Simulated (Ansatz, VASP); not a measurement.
## One calculation of Ca, two programs

File INCAR:

```
SYSTEM = Ca
ALGO = Normal ; EDIFF = 1E-7
ENCUT = 520 ; ISIF = 2
ISMEAR = 0 ; LASPH = .True.
LCHARG = .False. ; LREAL = .False.
LWAVE = .False. ; NBANDS = 11
NELM = 100 ; PREC = Accurate
SIGMA = 0.15
```

KPOINTS

```
k-points
0
Gamma
  14 14 14
  0 0 0
```

The input POSCAR:

```
Ca
1.0
    0.0000000000      2.5706640000      2.5706640000
    2.5706640000      0.0000000000      2.5706640000
    2.5706640000      2.5706640000      0.0000000000
Ca
1
Direct
    0.0000000000      0.0000000000      0.0000000000
```

Input for Ansatz:

```yaml
crystal:
  lattice:
    - [0.0, 2.570664, 2.570664]
    - [2.570664, 0.0, 2.570664]
    - [2.570664, 2.570664, 0.0]
  atoms:
    - { symbol: Ca, position: [0.0, 0.0, 0.0] }
basis:
  ecutwfc: 420
kpoints:
  mp_grid: { grid: [14, 14, 14] }
hamiltonian:
  xc: lda
scf:
  occupations: { method: gaussian, width: 0.15 }
output:
  forces: true
  stress: true
  eigenvalues: true
```

Change from the starting cell: strain -0.080 along x and y, -0.080 along z, atoms carried along.

Alike in both runs: task single point; functional LDA; k mesh 14 × 14 × 14; occupations gaussian, width 0.15 eV; no spin polarisation.

|  | VASP | Ansatz |
| --- | --- | --- |
| version | VASP 6.6.1 | Ansatz 0.2.0 |
| potentials or method | VASP PAW LDA potentials, release 64 (Ca_sv), cutoff 520 eV | scalar-relativistic, plane waves, PAW |
| valence electrons in the cell | 10 | 10 |

|  | VASP | Ansatz | Ansatz less VASP |
| --- | --- | --- | --- |
| gap on the k mesh at the Fermi level (eV) | none | none | - |
| pressure (GPa) | 2.6 | 2.6 | -0.02 |

LDA's correlation is that of Perdew and Zunger in VASP and of Perdew and Wang (1992) in Ansatz. A gap of «none» marks a metal or a gap that the smearing closes.
